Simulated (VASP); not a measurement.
CdAu, 2 atoms in the cell. Symmetry: Pm-3m, No. 221, cubic system. The conventional cell has a = 3.425 Å, b = 3.425 Å, c = 3.425 Å, α = 90.00°, β = 90.00°, γ = 90.00°. Cd (site symmetry m-3m) has 8 Au at 2.97 Å and 6 Cd at 3.42 Å within 3.9 Å. Within 3.9 Å of Au (site symmetry m-3m) lie 8 Cd at 2.97 Å and 6 Au at 3.42 Å. 

| Quantity | Value |
| --- | --- |
| Program | VASP 6.6.1 |
| Task | single point |
| Functional | PBEsol |
| Potentials or basis | VASP PAW PBE potentials, release 64 (Cd, Au) |
| Cutoff | 520 eV |
| k mesh | 12 × 12 × 12 |
| Occupations | gaussian, width 0.1 eV |
| Spin | no spin polarisation |
| Dipole correction | no |
| Further INCAR settings | ALGO = Normal; EDIFF = 1e-07; NBANDS = 18 |

Potentials or basis: VASP PAW PBE potentials, release 64 (Cd, Au).

Command:

```bash
$ cat potpaw_PBE.64/Cd/POTCAR potpaw_PBE.64/Au/POTCAR > POTCAR
$ mpirun -np 1 vasp_std > vasp.out
```

Hardware: 1 thread of Intel Xeon 8259CL (shared host).

Estimate the wall time of this run.

It took 82 s on 1 thread of Intel Xeon 8259CL (shared host), peak memory 0.2 GiB. Counts: scf iterations 12, k points 84.
